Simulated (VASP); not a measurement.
A run of VASP 6.6.1:

POSCAR

```
ScF3
1.0
    4.0124500000      0.0000000000      0.0000000000
    0.0000000000      4.0124500000      0.0000000000
    0.0000000000      0.0000000000      4.0124500000
Sc F
1 3
Direct
    0.0467295543      0.0000000000      0.0000000000
    0.5000000000      0.0000000000      0.0000000000
    0.0000000000      0.5000000000      0.0000000000
    0.0000000000      0.0000000000      0.5000000000
```

Contents of INCAR.step1:

```
SYSTEM = ScF3
PREC = Accurate ; ENCUT = 520
ISMEAR = 0 ; SIGMA = 0.05
LREAL = .False. ; LASPH = .True.
NELM = 80 ; NBANDS = 24
GGA = PE ; ALGO = Normal
EDIFF = 1E-4 ; LWAVE = .True.
LCHARG = .False.
```

INCAR.step2

```
SYSTEM = ScF3
PREC = Accurate ; ENCUT = 520
EDIFF = 1E-6 ; ISMEAR = 0
SIGMA = 0.05 ; LREAL = .False.
LASPH = .True. ; NELM = 80
ALGO = Normal ; ISIF = 2
LWAVE = .False. ; LCHARG = .False.
METAGGA = R2SCAN ; LMIXTAU = .True.
NBANDS = 24 ; ISTART = 1
```

KPOINTS

```
Automatic mesh
0
Gamma
  6 6 6
  0 0 0
```

Potentials or basis: VASP PAW PBE potentials, release 64 (Sc_sv, F).

Command:

```console
$ cat potpaw_PBE.64/Sc_sv/POTCAR potpaw_PBE.64/F/POTCAR > POTCAR
$ cp INCAR.step1 INCAR
$ mpirun -np 1 vasp_std > vasp.out
$ cp INCAR.step2 INCAR
$ mpirun -np 1 vasp_std > vasp.out
```

Hardware: 1 thread of Intel(R) Xeon(R) Platinum 8488C (Sapphire Rapids), with other jobs on the host.

**Question.** Estimate the wall time of this run.

**Answer.** Wall time 3.6 min on 1 thread of Intel(R) Xeon(R) Platinum 8488C (Sapphire Rapids) (shared host), peak memory 0.2 GiB. Counts: k points 40.
